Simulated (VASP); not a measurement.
# Si (Fmmm) in VASP: notebook, part 2 of 2

VASP 6.6.1. Earlier steps stand in the parts before.

## 3. Single point, PBEsol

This run uses another cell than the first one, of 21.13 Å³/atom.

INCAR

```
SYSTEM = Si
PREC = Accurate ; ENCUT = 520
EDIFF = 1E-7 ; ISMEAR = 0
SIGMA = 0.03 ; LREAL = .False.
LASPH = .True. ; NELM = 80
ALGO = Normal ; ISIF = 2
LWAVE = .False. ; LCHARG = .True.
GGA = PS ; LELF = .True.
LVHAR = .True. ; NBANDS = 16
```

KPOINTS

```
Automatic mesh
0
Gamma
  10 10 10
  0 0 0
```

POSCAR

```
Si
1.0
   -3.4771679391      3.4771679391      1.9186812134
    3.4771679391     -3.4771679391      1.9186812134
    3.1672078103      3.1672078103     -1.9186812134
Si
4
Direct
    0.1787304307      0.1787304307      0.3574608614
    0.8212695693      0.8212695693      0.6425391386
    0.1787304307      0.8212695693      0.0000000000
    0.8212695693      0.1787304307      0.0000000000
```

Potentials or basis: VASP PAW PBE potentials, release 64 (Si).

The run is started by

```sh
$ cat potpaw_PBE.64/Si/POTCAR > POTCAR
$ mpirun -np 1 vasp_std > vasp.out
```

OUTCAR:

```text
SYSTEM = Si
   PREC = Accurate
   ENCUT = 520
   EDIFF = 1E-7
   ISMEAR = 0
   LREAL = .False.
   LASPH = .True.
   NELM = 80
   ISIF = 2
   GGA = PS

 ion  position               nearest neighbor table
   1  0.179  0.179  0.357-   2 2.30   2 2.30   3 2.38   4 2.38
   2  0.821  0.821  0.643-   1 2.30   1 2.30   4 2.38   3 2.38
   3  0.179  0.821  0.000-   4 2.38   4 2.38   2 2.38   1 2.38
   4  0.821  0.179  0.000-   3 2.38   3 2.38   2 2.38   1 2.38

  LATTYP: Found a face centered orthorhombic cell.
 ALAT       =     3.8373624268
 B/A-ratio  =     2.3344723495
 C/A-ratio  =     2.5629364710

  Lattice vectors:

 A1 = (  -0.3099601288,   6.6443757494,   0.0000000000)
 A2 = (  -3.4771679391,   3.4771679391,   1.9186812134)
 A3 = (   3.1672078103,   3.1672078103,   1.9186812134)

Analysis of symmetry for initial positions (statically):
=====================================================================
 Subroutine PRICEL returns:
 Original cell was already a primitive cell.

 Routine SETGRP: Setting up the symmetry group for a
 face centered orthorhombic supercell.

 Subroutine GETGRP returns: Found  8 space group operations
 (whereof  8 operations were pure point group operations)
 out of a pool of  8 trial point group operations.

The static configuration has the point symmetry D_2h.

Analysis of symmetry for dynamics (positions and initial velocities):
=====================================================================
 Subroutine PRICEL returns:
 Original cell was already a primitive cell.

 Routine SETGRP: Setting up the symmetry group for a
 face centered orthorhombic supercell.

 Subroutine GETGRP returns: Found  8 space group operations
 (whereof  8 operations were pure point group operations)
 out of a pool of  8 trial point group operations.

The dynamic configuration has the point symmetry D_2h.

 Subroutine INISYM returns: Found  8 space group operations
 (whereof  8 operations are pure point group operations),
 and found     1 'primitive' translations

----------------------------------------------------------------------------------------

                                     Primitive cell

  volume of cell :      84.5211

  direct lattice vectors                    reciprocal lattice vectors
    -3.477167939  3.477167939  1.918681213     0.007036288  0.150831471  0.260595661
     3.477167939 -3.477167939  1.918681213     0.150831471  0.007036288  0.260595661
     3.167207810  3.167207810 -1.918681213     0.157867759  0.157867759  0.000000000

  length of vectors
     5.278516018  5.278516018  4.872755712     0.301180578  0.301180578  0.223258726

  position of ions in fractional coordinates (direct lattice)
     0.178730431  0.178730431  0.357460861
     0.821269569  0.821269569  0.642539139
     0.178730431  0.821269569  0.000000000
     0.821269569  0.178730431  0.000000000

  ion indices of the primitive-cell ions
   primitive index   ion index
                 1           1
                 2           2
                 3           3
                 4           4

----------------------------------------------------------------------------------------

 KPOINTS: Automatic mesh

Automatic generation of k-mesh.
[... 24 lines left out ...]
  0.100000 -0.000000  0.000000      8.000000
  0.200000 -0.000000  0.000000      8.000000
  0.300000  0.000000  0.000000      8.000000
  0.400000  0.000000 -0.000000      8.000000
  0.500000 -0.000000  0.000000      4.000000
[... 16 lines left out ...]
  0.300000  0.300000  0.000000      4.000000
  0.400000  0.300000  0.000000      8.000000
 [... further k-points ...]
   k-points           NKPTS =    171   k-points in BZ     NKDIM =    171   number of bands    NBANDS=     16
   number of dos      NEDOS =    301   number of ions     NIONS =      4
   total plane-waves  NPLWV =  57600
   dimension x,y,z NGX =    40 NGY =   40 NGZ =   36
   dimension x,y,z NGXF=    80 NGYF=   80 NGZF=   72
   ions per type =               4
   NGX,Y,Z   is equivalent  to a cutoff of  12.60, 12.60, 12.28 a.u.
   NGXF,Y,Z  is equivalent  to a cutoff of  25.20, 25.20, 24.56 a.u.
 SYSTEM =  Si
   PREC   = accura    normal or accurate (medium, high low for compatibility)
   ISTART =      0    job   : 0-new  1-cont  2-samecut
   ICHARG =      2    charge: 1-file 2-atom 10-const
   ISPIN  =      1    spin polarized calculation?
   LNONCOLLINEAR =      F non collinear calculations
   LSORBIT =      F    spin-orbit coupling
   LASPH  =      T    aspherical Exc in radial PAW
   ENCUT  =  520.0 eV  38.22 Ry    6.18 a.u.   9.81  9.81  9.06*2*pi/ulx,y,z
   NELM   =     80;   NELMIN=  2; NELMDL= -5     # of ELM steps
   EDIFF  = 0.1E-06   stopping-criterion for ELM
   LREAL  =      F    real-space projection
   EDIFFG = 0.1E-05   stopping-criterion for IOM
   NSW    =      0    number of steps for IOM
   IBRION =     -1    ionic relax: 0-MD 1-quasi-New 2-CG
   NFREE  =      0    steps in history (QN), initial steepest desc. (CG)
   ISIF   =      2    stress and relaxation
   ISYM   =      2    0-nonsym 1-usesym 2-fastsym
   POTIM  = 0.5000    time-step for ionic-motion
   TEBEG  =    0.0;   TEEND  =   0.0 temperature during run
   PSTRESS=    0.0 pullay stress
   NELECT =      16.0000    total number of electrons
   NUPDOWN=      -1.0000    fix difference up-down
   EMIN   =  10.00;   EMAX   =-10.00  energy-range for DOS
   EFERMI =   0.00;   METHOD = LEGACY
   ISMEAR =     0;   SIGMA  =   0.03  broadening in eV -4-tet -1-fermi 0-gaus
   EFERMI_NEDOS =   21; number of points for ismear=-14 and -15
   IALGO  =     38    algorithm
   IMIX   =      4    mixing-type and parameters
     AMIX     =   0.40;   BMIX     =  1.00
     AMIX_MAG =   1.60;   BMIX_MAG =  1.00
  volume/ion in A,a.u.               =      21.13       142.59
  Fermi-wavevector in a.u.,A,eV,Ry     =   0.939997  1.776337 12.022032  0.883594
  Thomas-Fermi vector in A             =   2.067365
   LORBIT       =      0    0 simple, 1 ext, 2 COOP (PROOUT), +10 PAW based schemes
   GGA     = PS    functional components
   LHFCALC =     F    Hartree Fock is set to
   AEXX    =    0.0000 exact exchange contribution
   IVDW    =     0    specifies the selected vdW correction
   LEPSILON=     F    determine dielectric tensor
   LRPA    =     F    only Hartree local field effects (RPA)
 non-spin polarized calculation
 Gauss-broadening in eV      SIGMA  =   0.03
  energy-cutoff  :      520.00
  volume of cell :       84.52
 maximum number of plane-waves:      2297
   NGX = 19   NGY = 19   NGZ = 19

 number of electron      16.0000000 magnetization

 Free energy of the ion-electron system (eV)
  ---------------------------------------------------
  ext. energy  EPLUGINS =         0.00000000
  ---------------------------------------------------
  free energy    TOTEN  =       -22.46708616 eV

  energy without entropy =      -22.46682470  energy(sigma->0) =      -22.46695543

 E-fermi :   5.7378     XC(G=0):  -9.2714

 val. band max:        5.7350940211   @ k =   0.3000   0.3000   0.2000
 cond. band min:       5.7478941163   @ k =  -0.4000   0.5000   0.4000
 fundamental gap:      0.0128000951
 Fermi energy:         5.7377969450

 k-point     1 :       0.0000    0.0000    0.0000
  band No.  band energies     occupation
      1      -6.6656      2.00000
      2      -2.3977      2.00000
      3      -0.5960      2.00000
      4       0.3616      2.00000
      5       1.6623      2.00000
      6       3.7512      2.00000
[... 433 lines left out ...]
      3      -1.5993      2.00000
      4       0.5287      2.00000
      5       1.3432      2.00000
      6       2.5955      2.00000
[... 8 lines left out ...]
     15      11.2895      0.00000
     16      12.3945      0.00000

 [... further k-points ...]

------------------------ aborting loop because EDIFF is reached ----------------------------------------

  FORCE on cell =-STRESS in cart. coord.  units (eV):
  Direction    XX          YY          ZZ          XY          YZ          ZX
  --------------------------------------------------------------------------------------
  -------------------------------------------------------------------------------------
  Total       -0.1796218     -0.1796218      0.2145548      1.6502478      0.0000000      0.0000000
  in kB       -3.4049015     -3.4049015      4.0670907     31.2820144      0.0000000      0.0000000
  external PRESSURE =      -0.9142375 kB  Pullay stress =       0.0000000 kB

 VOLUME and BASIS-vectors are now :
 -----------------------------------------------------------------------------
  energy-cutoff  :      520.00
  volume of cell :       84.52
      direct lattice vectors                 reciprocal lattice vectors
    -3.477167939  3.477167939  1.918681213     0.007036288  0.150831471  0.260595661
     3.477167939 -3.477167939  1.918681213     0.150831471  0.007036288  0.260595661
     3.167207810  3.167207810 -1.918681213     0.157867759  0.157867759  0.000000000

 POSITION                                       TOTAL-FORCE (eV/Angst)
 -----------------------------------------------------------------------------------
      1.13215      1.13215      0.00000        -0.267727     -0.267727     -0.000000
      2.03505      2.03505      1.91868         0.267727      0.267727      0.000000
      2.23422     -2.23422      1.91868        -0.250408      0.250408     -0.000000
     -2.23422      2.23422      1.91868         0.250408     -0.250408     -0.000000
 -----------------------------------------------------------------------------------
    total drift:                               -0.000000     -0.000000      0.000000

  FREE ENERGIE OF THE ION-ELECTRON SYSTEM (eV)
  ---------------------------------------------------
  free  energy   TOTEN  =       -22.4670861556 eV

  energy  without entropy=      -22.4668247047  energy(sigma->0) =      -22.46695543
```

It took 5.7 min on 1 thread of Intel Xeon 8259CL, shared host; peak memory 0.33 GiB.

What came out:

- Free energy: -22.4671 eV
- Pressure: -0.1 GPa
- Largest force: 0.379 eV/Å
- Band gap on the k mesh: zero (bands 8 and 9 overlap by 0.07 eV)

Forces on the atoms (eV/Å):
```
Si  -0.268 -0.268  0.000
Si   0.268  0.268  0.000
Si  -0.250  0.250  0.000
Si   0.250 -0.250  0.000
```

Stress tensor (GPa, compression positive):
```
-0.34  3.13  0.00
 3.13 -0.34  0.00
 0.00  0.00  0.41
```

Caveat: semilocal functionals underestimate gaps, and a narrow one can read as zero; the PAW data sets were made with another functional, which shifts forces and pressure a little.

The gap in the log of VASP goes by the Fermi energy; the results here count the filled bands.